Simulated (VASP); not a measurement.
# TePb: single point with PBE

TePb:

```xyz
2
Lattice="0.0000 3.1490 3.1490 3.1490 0.0000 3.1490 3.1490 3.1490 0.0000" Properties=species:S:1:pos:R:3 pbc="T T T"
Te    3.1490    3.1490    3.1490
Pb    0.0000    0.0000    0.0000
```

This cell differs from its parent crystal: volume scaled by 0.88.

| Property | Result |
| --- | --- |
| Program | VASP 6.6.1 |
| Task | single point |
| Functional | PBE |
| Potentials or basis | VASP PAW PBE potentials, release 64 (Te, Pb_d) |
| Cutoff | 520 eV |
| k mesh | 8 × 8 × 8 |
| Occupations | gaussian, width 0.02 eV |
| Spin | no spin polarisation |
| Dipole correction | no |
| Further INCAR settings | ALGO = Normal; EDIFF = 1e-07; NBANDS = 17 |

The pressure is 6.5 GPa and the band gap on the k mesh is 0.55 eV, direct.

Levels at points of the mesh, in eV from the valence-band top:
```tsv
k point	band 7	band 8	band 9	band 10	band 11	band 12	band 13	band 14
(0.00, 0.00, 0.00)	-5.42	-1.69	-1.69	-1.69	4.12	4.12	4.12	5.58
(0.50, 0.00, 0.00)	-9.06	-1.17	-1.17	0.00	0.55	1.03	1.03	8.45
(0.50, 0.50, 0.00)	-7.46	-5.17	-3.30	-3.30	2.91	5.73	5.73	7.14
```

Run time: 14 s on 1 thread of Intel(R) Xeon(R) 6975P-C (Granite Rapids), on a shared host, peak memory 0.21 GiB.

Caveat: spin-orbit coupling is left out, which moves the levels of the heavy elements. A k mesh can miss the band edges.
